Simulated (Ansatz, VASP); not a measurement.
# One calculation of H2Os, two programs

```
H Os
1.0
     2.39932    0.00000    0.00000
     0.00000    2.39932    0.00000
     0.00000    0.00000    4.95040
H Os
2 1
Cartesian
  1.1997 1.1997 1.4604
  1.1997 1.1997 3.4900
  0.0000 0.0000 0.0000
```

Change from the starting cell: species swapped into the Ga2Cu type (P4/mmm, No. 123).

Alike in both runs: task relaxation of cell and atoms; functional PBE; k mesh 8 × 8 × 4; occupations gaussian, width 0.1 eV; no spin polarisation.

|  | VASP | Ansatz |
| --- | --- | --- |
| version | VASP 6.6.1 | Ansatz 0.2.0 |
| potentials or method | VASP PAW PBE potentials, release 64 (H, Os_sv_GW), cutoff 560 eV | scalar-relativistic, plane waves, PAW |
| valence electrons in the cell | 18 | 18 |

Ansatz gave:

```
gap on the k mesh at the Fermi level, each at its own relaxed structure (eV)  : none
relaxed volume (Å³/atom)                                                      : 10.11
relaxed length of the cell vector where the two differ most in proportion (Å) : 4.594
```

Q: Estimate VASP's values.

A: gap on the k mesh at the Fermi level, each at its own relaxed structure (eV): none; relaxed volume (Å³/atom): 7.15; relaxed length of the cell vector where the two differ most in proportion (Å): 2.959.

A gap of «none» marks a metal or a gap that the smearing closes. One of these differences is far larger than is usual between the two programs; its cause wasn't traced.

Spin-orbit coupling is off throughout. Noted on VASP's run: the volume moved by over 15 % at a fixed basis, so the end points are rough.
